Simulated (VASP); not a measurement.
Wanted: the native input for a VASP 6.6.1 run.

| Property | Result |
| --- | --- |
| Task | single point |
| Functional | r2SCAN |
| Potentials or basis | VASP PAW PBE potentials, release 64 (Al, N) |
| Cutoff | 520 eV |
| k mesh | 10 × 10 × 10 |
| Occupations | gaussian, width 0.01 eV |
| Spin | no spin polarisation |
| Dipole correction | no |
| Further INCAR settings | ALGO = Normal; EDIFF = 1e-07; NBANDS = 11 |

AlN:

```xyz
2
Lattice="0.0000 2.1849 2.1849 2.2395 0.0000 2.1849 2.2395 2.1849 0.0000" Properties=species:S:1:pos:R:3 pbc="T T T"
Al    0.0000    0.0000    0.0000
N     1.1197    1.0924    1.0924
```

This cell differs from its parent crystal: uniaxial x strain +2.5%.

These files were run (other wordings do the same):

POSCAR

```
AlN
1.0
    0.0000000000      2.1848764128      2.1848764128
    2.2394983231      0.0000000000      2.1848764128
    2.2394983231      2.1848764128      0.0000000000
Al N
1 1
Direct
    0.0000000000      0.0000000000      0.0000000000
    0.2500000000      0.2500000000      0.2500000000
```

INCAR.step1

```
  ALGO = Normal
  EDIFF = 1E-4
  ENCUT = 520
  GGA = PE
  ISMEAR = 0
  LASPH = T
  LCHARG = F
  LREAL = F
  LWAVE = T
  NBANDS = 11
  NELM = 80
  PREC = Accurate
  SIGMA = 0.01
```

INCAR.step2

```
  ALGO = Normal
  EDIFF = 1E-7
  ENCUT = 520
  ISIF = 2
  ISMEAR = 0
  ISTART = 1
  LASPH = T
  LCHARG = F
  LMIXTAU = T
  LREAL = F
  LWAVE = F
  METAGGA = R2SCAN
  NBANDS = 11
  NELM = 80
  PREC = Accurate
  SIGMA = 0.01
```

KPOINTS

```
k-points
0
Gamma
  10 10 10
```

Potentials or basis: VASP PAW PBE potentials, release 64 (Al, N).

The run is started by

```bash
$ cat potpaw_PBE.64/Al/POTCAR potpaw_PBE.64/N/POTCAR > POTCAR
$ cp INCAR.step1 INCAR
$ mpirun -np 1 vasp_std > vasp.out
$ cp INCAR.step2 INCAR
$ mpirun -np 1 vasp_std > vasp.out
```

It gave:

The pressure is -5.4 GPa and the band gap on the k mesh is 3.84 eV (least direct gap 4.61 eV).

Caveat: the cell differs from its parent crystal (uniaxial x strain +2.5%); the cell stands under tension; the PAW data sets were made with another functional, which shifts forces and pressure a little.

Wall time 30 s on 1 thread of Intel(R) Xeon(R) 6975P-C (Granite Rapids), with other jobs on the host, peak memory 0.15 GiB.
